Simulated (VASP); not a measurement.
Input of a VASP 6.6.1 run:

INCAR

```
PREC = Accurate
ENCUT = 520
EDIFF = 1E-7
ISMEAR = 0
SIGMA = 0.1
LREAL = F
LASPH = T
NELM = 60
ALGO = Normal
ISIF = 2
LWAVE = F
LCHARG = F
NBANDS = 10
```

File KPOINTS:

```
regular mesh
0
Gamma
  18 18 18
```

The input POSCAR:

```
Ir
1.0
    0.0000000000      1.9054680003      1.9054680003
    1.9054680003      0.0000000000      1.9054680003
    1.9054680003      1.9054680003      0.0000000000
Ir
1
Direct
    0.0000000000      0.0000000000      0.0000000000
```

Potentials or basis: VASP PAW LDA potentials, release 64 (Ir).

The run is started by

```bash
$ cat potpaw_LDA.64/Ir/POTCAR > POTCAR
$ mpirun -np 1 vasp_std > vasp.out
```

(1) Estimate the pressure.

## Answers

(1) 2.6 GPa.
